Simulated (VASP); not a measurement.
# C (I4_1/amd) in VASP: a series of runs

The runs below take C through single point, with LDA.

Everything below comes from runs of VASP 6.6.1. Logs are shortened: lines on timing, memory, paths and dates and some standing lists are left out, and cuts for length are marked.

## 1. The cell of the first run

The structure is tetragonal, space group I4_1/amd (No. 141). The conventional cell has a = 2.447 Å, b = 2.447 Å, c = 3.574 Å, α = 90.00°, β = 90.00°, γ = 90.00°. Within 2.0 Å of C (site symmetry -4m2) lie 4 C at 1.52 Å.

## 2. Single point, LDA (in-plane strain -0.02)

File INCAR:

```
SYSTEM = C
ALGO = Normal
EDIFF = 1E-6
ENCUT = 520
GGA = CA
ISIF = 2
ISMEAR = 0
LASPH = .TRUE.
LCHARG = .FALSE.
LREAL = .FALSE.
LWAVE = .FALSE.
NBANDS = 11
NELM = 80
PREC = Accurate
SIGMA = 0.01
```

File KPOINTS:

```
k-points
0
G
  12 12 12
  0 0 0
```

File POSCAR:

```
C
1.0
    1.7305563808      1.7305563808      0.0000000000
   -1.7305563808      1.7305563808      0.0000000000
    0.0000000000      1.7305563808      1.7870643443
C
2
Direct
    0.5000000000      0.5000000000      0.0000000000
    0.7500000000      0.2500000000      0.5000000000
```

Potentials or basis: VASP PAW LDA potentials, release 64 (C).

Run with:

```console
$ cat potpaw_LDA.64/C/POTCAR > POTCAR
$ mpirun -np 1 vasp_std > vasp.out
```

OUTCAR:

```text
SYSTEM = C
   EDIFF = 1E-6
   ENCUT = 520
   GGA = CA
   ISIF = 2
   ISMEAR = 0
   LASPH = .TRUE.
   LREAL = .FALSE.
   NELM = 80
   PREC = Accurate

 ion  position               nearest neighbor table
   1  0.500  0.500  0.000-   2 1.52   2 1.52   2 1.52   2 1.52
   2  0.750  0.250  0.500-   1 1.52   1 1.52   1 1.52   1 1.52

  LATTYP: Found a body centered tetragonal cell.
 ALAT       =     2.4473763042
 C/A-ratio  =     1.4603919644

  Lattice vectors:

 A1 = (   1.7305563808,   0.0000000000,  -1.7870643443)
 A2 = (  -1.7305563808,   0.0000000000,  -1.7870643443)
 A3 = (   0.0000000000,   1.7305563808,   1.7870643443)

Analysis of symmetry for initial positions (statically):
=====================================================================
 Subroutine PRICEL returns:
 Original cell was already a primitive cell.

 Routine SETGRP: Setting up the symmetry group for a
 body centered tetragonal supercell.

 Subroutine GETGRP returns: Found 16 space group operations
 (whereof  8 operations were pure point group operations)
 out of a pool of 16 trial point group operations.

The static configuration has the point symmetry D_2d.
 The point group associated with its full space group is D_4h.

Analysis of symmetry for dynamics (positions and initial velocities):
=====================================================================
 Subroutine PRICEL returns:
 Original cell was already a primitive cell.

 Routine SETGRP: Setting up the symmetry group for a
 body centered tetragonal supercell.

 Subroutine GETGRP returns: Found 16 space group operations
 (whereof  8 operations were pure point group operations)
 out of a pool of 16 trial point group operations.

The dynamic configuration has the point symmetry D_2d.
 The point group associated with its full space group is D_4h.

 Subroutine INISYM returns: Found 16 space group operations
 (whereof  8 operations are pure point group operations),
 and found     1 'primitive' translations

----------------------------------------------------------------------------------------

                                     Primitive cell

  volume of cell :      10.7039

  direct lattice vectors                    reciprocal lattice vectors
     1.730556381  1.730556381  0.000000000     0.288924421  0.288924421 -0.279788471
    -1.730556381  1.730556381  0.000000000    -0.288924421  0.288924421 -0.279788471
     0.000000000  1.730556381  1.787064344     0.000000000  0.000000000  0.559576941

  length of vectors
     2.447376304  2.447376304  2.487654389     0.495213318  0.495213318  0.559576941

  position of ions in fractional coordinates (direct lattice)
     0.500000000  0.500000000  0.000000000
     0.750000000  0.250000000  0.500000000

  ion indices of the primitive-cell ions
   primitive index   ion index
                 1           1
                 2           2

----------------------------------------------------------------------------------------

 KPOINTS: k-points

Automatic generation of k-mesh.
 Grid dimensions read from file:
 generate k-points for:   12   12   12

 Generating k-lattice:

  Cartesian coordinates                     Fractional coordinates (reciprocal lattice)
     0.024077035  0.024077035 -0.023315706     0.083333333  0.000000000  0.000000000
    -0.024077035  0.024077035 -0.023315706     0.000000000  0.083333333  0.000000000
     0.000000000  0.000000000  0.046631412     0.000000000  0.000000000  0.083333333

  Length of vectors
     0.041267776  0.041267776  0.046631412

  Shift w.r.t. Gamma in fractional coordinates (k-lattice)
     0.000000000  0.000000000  0.000000000

 Subroutine IBZKPT returns following result:
 ===========================================

 Found    163 irreducible k-points:

 Following reciprocal coordinates:
            Coordinates               Weight
  0.000000  0.000000  0.000000      1.000000
  0.083333  0.000000  0.000000      8.000000
  0.166667  0.000000  0.000000      8.000000
  0.250000  0.000000  0.000000      8.000000
  0.333333  0.000000  0.000000      8.000000
  0.416667  0.000000 -0.000000      8.000000
[... 16 lines left out ...]
  0.500000  0.166667  0.000000     16.000000
 -0.416667  0.166667  0.000000     16.000000
 [... further k-points ...]
   k-points           NKPTS =    163   k-points in BZ     NKDIM =    163   number of bands    NBANDS=     11
   number of dos      NEDOS =    301   number of ions     NIONS =      2
   total plane-waves  NPLWV =   6480
   dimension x,y,z NGX =    18 NGY =   18 NGZ =   20
   dimension x,y,z NGXF=    36 NGYF=   36 NGZF=   40
   ions per type =               2
   NGX,Y,Z   is equivalent  to a cutoff of  12.23, 12.23, 13.37 a.u.
   NGXF,Y,Z  is equivalent  to a cutoff of  24.45, 24.45, 26.73 a.u.
 SYSTEM =  C
   PREC   = accura    normal or accurate (medium, high low for compatibility)
   ISTART =      0    job   : 0-new  1-cont  2-samecut
   ICHARG =      2    charge: 1-file 2-atom 10-const
   ISPIN  =      1    spin polarized calculation?
   LNONCOLLINEAR =      F non collinear calculations
   LSORBIT =      F    spin-orbit coupling
   LASPH  =      T    aspherical Exc in radial PAW
   ENCUT  =  520.0 eV  38.22 Ry    6.18 a.u.   4.55  4.55  4.63*2*pi/ulx,y,z
   NELM   =     80;   NELMIN=  2; NELMDL= -5     # of ELM steps
   EDIFF  = 0.1E-05   stopping-criterion for ELM
   LREAL  =      F    real-space projection
   EDIFFG = 0.1E-04   stopping-criterion for IOM
   NSW    =      0    number of steps for IOM
   IBRION =     -1    ionic relax: 0-MD 1-quasi-New 2-CG
   NFREE  =      0    steps in history (QN), initial steepest desc. (CG)
   ISIF   =      2    stress and relaxation
   ISYM   =      2    0-nonsym 1-usesym 2-fastsym
   POTIM  = 0.5000    time-step for ionic-motion
   TEBEG  =    0.0;   TEEND  =   0.0 temperature during run
   PSTRESS=    0.0 pullay stress
   NELECT =       8.0000    total number of electrons
   NUPDOWN=      -1.0000    fix difference up-down
   EMIN   =  10.00;   EMAX   =-10.00  energy-range for DOS
   EFERMI =   0.00;   METHOD = LEGACY
   ISMEAR =     0;   SIGMA  =   0.01  broadening in eV -4-tet -1-fermi 0-gaus
   EFERMI_NEDOS =   21; number of points for ismear=-14 and -15
   IALGO  =     38    algorithm
   IMIX   =      4    mixing-type and parameters
     AMIX     =   0.40;   BMIX     =  1.00
     AMIX_MAG =   1.60;   BMIX_MAG =  1.00
  volume/ion in A,a.u.               =       5.35        36.12
  Fermi-wavevector in a.u.,A,eV,Ry     =   1.485677  2.807522 30.031252  2.207235
  Thomas-Fermi vector in A             =   2.599058
   LORBIT       =      0    0 simple, 1 ext, 2 COOP (PROOUT), +10 PAW based schemes
   GGA     = CA    functional components
   LHFCALC =     F    Hartree Fock is set to
   AEXX    =    0.0000 exact exchange contribution
   IVDW    =     0    specifies the selected vdW correction
   LEPSILON=     F    determine dielectric tensor
   LRPA    =     F    only Hartree local field effects (RPA)
 non-spin polarized calculation
 Gauss-broadening in eV      SIGMA  =   0.01
  energy-cutoff  :      520.00
  volume of cell :       10.70
 maximum number of plane-waves:       302
   NGX =  9   NGY =  9   NGZ =  9

 number of electron       8.0000000 magnetization

 Free energy of the ion-electron system (eV)
  ---------------------------------------------------
  ext. energy  EPLUGINS =         0.00000000
  ---------------------------------------------------
  free energy    TOTEN  =       -20.20498921 eV

  energy without entropy =      -20.20498921  energy(sigma->0) =      -20.20498921

 E-fermi :  10.9684     XC(G=0): -13.7835

 val. band max:       10.7677324736   @ k =   0.0000   0.0000   0.0000
 cond. band min:      14.6167764128   @ k =  -0.3333   0.3333   0.0000
 fundamental gap:      3.8490439392
 Fermi energy:        10.9683582495

 k-point     1 :       0.0000    0.0000    0.0000
  band No.  band energies     occupation
      1     -11.5143      2.00000
      2      10.2449      2.00000
      3      10.7677      2.00000
      4      10.7677      2.00000
      5      16.1770      0.00000
      6      16.1770      0.00000
      7      16.5785      0.00000
      8      25.4834      0.00000
      9      30.3890      0.00000
     10      36.8475      0.00000
     11      37.3919      0.00000

 k-point     2 :       0.0833    0.0000    0.0000
  band No.  band energies     occupation
      1     -11.3145      2.00000
      2       9.2704      2.00000
      3      10.1224      2.00000
      4      10.4333      2.00000
      5      16.6343      0.00000
      6      16.7225      0.00000
      7      17.2524      0.00000
      8      25.5688      0.00000
      9      30.7025      0.00000
     10      34.6680      0.00000
     11      36.1510      0.00000

 k-point     3 :       0.1667    0.0000    0.0000
  band No.  band energies     occupation
      1     -10.7170      2.00000
      2       6.7055      2.00000
      3       9.3113      2.00000
      4       9.7203      2.00000
      5      17.6320      0.00000
      6      17.6356      0.00000
      7      18.5196      0.00000
      8      25.8071      0.00000
      9      31.3404      0.00000
     10      33.2453      0.00000
     11      34.3115      0.00000

 k-point     4 :       0.2500    0.0000    0.0000
  band No.  band energies     occupation
      1      -9.7290      2.00000
      2       3.7832      2.00000
      3       8.5115      2.00000
      4       8.9984      2.00000
      5      18.3826      0.00000
      6      18.5824      0.00000
      7      19.5474      0.00000
      8      26.1257      0.00000
      9      31.7234      0.00000
     10      33.1680      0.00000
     11      33.6924      0.00000
[... 239 lines left out ...]
 k-point    22 :       0.4167    0.1667    0.0000
  band No.  band energies     occupation
      1      -4.9815      2.00000
      2      -2.4256      2.00000
      3       5.0809      2.00000
      4       6.6641      2.00000
      5      18.0891      0.00000
      6      20.9485      0.00000
      7      22.9125      0.00000
      8      26.4655      0.00000
      9      30.3521      0.00000
     10      35.3739      0.00000
     11      35.9805      0.00000

 k-point    23 :       0.5000    0.1667    0.0000
  band No.  band energies     occupation
      1      -5.3964      2.00000
      2      -1.9350      2.00000
      3       5.5870      2.00000
      4       6.2973      2.00000
      5      17.6573      0.00000
      6      21.3705      0.00000
      7      22.9660      0.00000
      8      25.1145      0.00000
      9      31.1907      0.00000
     10      35.3487      0.00000
     11      37.9156      0.00000

 k-point    24 :      -0.4167    0.1667    0.0000
  band No.  band energies     occupation
      1      -7.1037      2.00000
      2       0.4403      2.00000
      3       6.0871      2.00000
      4       6.4726      2.00000
      5      17.2480      0.00000
      6      21.5771      0.00000
      7      22.8030      0.00000
      8      23.5102      0.00000
      9      32.1880      0.00000
     10      34.1110      0.00000
     11      38.6443      0.00000

 [... further k-points ...]
[... 5 lines left out ...]
  --------------------------------------------------------------------------------------
  -------------------------------------------------------------------------------------
  Total        1.7818284      1.7818284     -0.3979942      0.0000000      0.0000000      0.0000000
  in kB      266.7072182    266.7072182    -59.5724744      0.0000000      0.0000000      0.0000000
  external PRESSURE =     157.9473207 kB  Pullay stress =       0.0000000 kB

 VOLUME and BASIS-vectors are now :
 -----------------------------------------------------------------------------
  energy-cutoff  :      520.00
  volume of cell :       10.70
      direct lattice vectors                 reciprocal lattice vectors
     1.730556381  1.730556381  0.000000000     0.288924421  0.288924421 -0.279788471
    -1.730556381  1.730556381  0.000000000    -0.288924421  0.288924421 -0.279788471
     0.000000000  1.730556381  1.787064344     0.000000000  0.000000000  0.559576941

 POSITION                                       TOTAL-FORCE (eV/Angst)
 -----------------------------------------------------------------------------------
      0.00000      1.73056      0.00000        -0.000000      0.000000      0.000000
      0.86528      2.59583      0.89353         0.000000     -0.000000      0.000000
 -----------------------------------------------------------------------------------
    total drift:                                0.000000     -0.000000      0.000000

  FREE ENERGIE OF THE ION-ELECTRON SYSTEM (eV)
  ---------------------------------------------------
  free  energy   TOTEN  =       -20.2049892130 eV

  energy  without entropy=      -20.2049892130  energy(sigma->0) =      -20.20498921
```

Wall time 22 s (1 thread of Intel Xeon 8259CL, shared host); peak memory 0.12 GiB.

What came out:

* Free energy: -20.2050 eV
* Pressure: 15.8 GPa
* Band gap on the k mesh: 3.85 eV, indirect (least direct gap 5.41 eV)

Stress tensor (GPa, compression positive):
```
26.67  0.00  0.00
 0.00 26.67  0.00
 0.00  0.00 -5.96
```

Caveat: the cell differs from its parent crystal (in-plane strain -0.02). A k mesh can miss the band edges.

## 3. Single point, LDA (in-plane strain -0.01, then relaxed in part)

File INCAR:

```
SYSTEM = C
PREC = Accurate
ENCUT = 520
EDIFF = 1E-7
ISMEAR = 0
SIGMA = 0.01
LREAL = .FALSE.
LASPH = .TRUE.
NELM = 80
ALGO = Normal
ISIF = 2
LWAVE = .FALSE.
LCHARG = .FALSE.
NBANDS = 11
```

File KPOINTS:

```
regular mesh
0
G
  12 12 12
  0 0 0
```

File POSCAR:

```
C
1.0
    1.7482151194      1.7482151194      0.0000000000
   -1.7482151194      1.7482151194      0.0000000000
    0.0000000000      1.7482151194      1.7706476047
C
2
Direct
    0.5000000000      0.5000000000      0.0000000000
    0.7500000000      0.2500000000      0.5000000000
```

Potentials or basis: VASP PAW LDA potentials, release 64 (C).

Run with:

```console
$ cat potpaw_LDA.64/C/POTCAR > POTCAR
$ mpirun -np 1 vasp_std > vasp.out
```

Run time: 25 s. Hardware: 1 thread of Intel Xeon 8259CL, shared host; peak memory 0.12 GiB.

It converged, with:

| Item | Value |
| --- | --- |
| Free energy | -20.2344 eV |
| Pressure | 10.1 GPa |
| Band gap on the k mesh | 4.07 eV, indirect (least direct gap 5.56 eV) |

Stress tensor (GPa, compression positive):
```
14.29  0.00  0.00
 0.00 14.29  0.00
 0.00  0.00  1.74
```

Levels at points of the mesh, in eV from the valence-band top:
```tsv
k point	band 1	band 2	band 3	band 4	band 5	band 6	band 7	band 8	band 9
(0.00, 0.00, 0.00)	-22.02	-0.20	0.00	0.00	5.56	5.56	5.72	14.58	19.57
(0.50, 0.00, 0.00)	-15.90	-13.95	-3.10	-2.86	8.40	8.58	9.65	15.77	22.15
(0.50, 0.50, 0.00)	-12.94	-12.94	-6.71	-6.71	4.64	4.64	17.29	17.29	23.81
(0.00, 0.00, 0.50)	-13.15	-13.15	-6.51	-6.51	4.95	4.95	17.24	17.24	23.62
```

Caveat: the cell differs from its parent crystal (in-plane strain -0.01, then relaxed in part). A k mesh can miss the band edges.

(Continued in part 2 of 2.)
